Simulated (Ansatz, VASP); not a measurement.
**TaSi5B2 in VASP and in Ansatz**

```xyz
8
Lattice="-3.4908 3.4908 2.4243 3.4908 -3.4908 2.4243 3.4908 3.4908 -2.4243" Properties=species:S:1:pos:R:3 pbc="T T T"
Ta    0.0000    0.0000    2.4243
Si    1.2978    4.9844    0.0000
Si    2.1930   -1.4936    2.4243
Si    1.9972    1.2978    0.0000
Si    1.4936    2.1930    2.4243
Si    0.0000    0.0000    0.0000
B     0.0000    3.4908    0.0000
B     3.4908    0.0000    0.0000
```

Alike in both runs: functional PBE; k mesh 4 × 4 × 4; occupations gaussian, width 0.2 eV; no spin polarisation.

Ansatz relaxed the structure, and its values are those at the end. VASP's run is a single point on that final structure, the one shown.

|  | VASP | Ansatz |
| --- | --- | --- |
| version | VASP 6.6.1 | Ansatz 0.2.0 |
| potentials or method | VASP PAW PBE potentials, release 64 (Ta_pv, Si, B), cutoff 500 eV | scalar-relativistic, plane waves, PAW |
| valence electrons in the cell | 37 | 39 |

```tsv
	VASP	Ansatz	Ansatz less VASP
gap on the k mesh at the Fermi level (eV)	none	none	-
pressure (GPa)	0.4	0.4	+0.03
rms of the force components (eV/Å)	0.004	0.005	+0.0018
```

A gap of «none» marks a metal or a gap that the smearing closes. The functional is the same, so the differences come from potentials, cutoffs and numerics. VASP's potentials hold 37 valence electrons a cell and Ansatz's 39, so a difference there can come from the potentials and not from the codes.

The k mesh is coarse, so the values compare programs but aren't converged. Neither program's run includes spin-orbit coupling.
